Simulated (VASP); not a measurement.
Input of a VASP 6.6.1 run:

Contents of INCAR:

```
PREC = Accurate ; ENCUT = 600
EDIFF = 1E-6 ; ISMEAR = -1
SIGMA = 0.05 ; LREAL = False
LASPH = True ; NELM = 100
ALGO = Normal ; ISIF = 3
LWAVE = False ; LCHARG = False
GGA = PE ; IBRION = 2
NSW = 60 ; EDIFFG = -0.01
PSTRESS = 100.0
```

Contents of KPOINTS:

```
Automatic mesh
0
Gamma
  6 6 6
```

File POSCAR:

```
In3As
1.0
    4.6716810000      0.0000000000      0.0000000000
    0.0000000000      4.6716810000      0.0000000000
    0.0000000000      0.0000000000      4.6716810000
In As
3 1
Direct
    0.5000000000      0.5000000000      0.0000000000
    0.5000000000      0.0000000000      0.5000000000
    0.0000000000      0.5000000000      0.5000000000
    0.0000000000      0.0000000000      0.0000000000
```

Potentials or basis: VASP PAW PBE potentials, release 64 (In_d, As).

Command:

```console
$ cat potpaw_PBE.64/In_d/POTCAR potpaw_PBE.64/As/POTCAR > POTCAR
$ mpirun -np 1 vasp_std > vasp.out
```

Problem. Predict the band gap on the k mesh.

Solution. Zero (band 22 reaches 9.25 eV, above the bottom of band 23 at 4.39 eV).

Problem. Predict the relaxed volume.

Solution. 21.89 Å³/atom.

The path:
| step | energy change (eV) | largest force (eV/Å) | pressure (GPa) | volume (Å³) |
| --- | --- | --- | --- | --- |
| 1 | 0.0000 | 0.0000 | 0.61 | 101.96 |
| 2 | 0.9323 | 0.0000 | 17.33 | 81.46 |
| 3 | 0.4149 | 0.0000 | 9.86 | 87.68 |
| 4 | 0.4318 | 0.0000 | 10.14 | 87.41 |
| 5 | 0.4179 | 0.0000 | 9.92 | 87.63 |
| 6 | 0.4228 | 0.0000 | 10.00 | 87.55 |

Caveat: the cell is relaxed towards a set pressure, so the enthalpy falls and the energy may rise; spin-orbit coupling is left out, which moves the levels of the heavy elements.
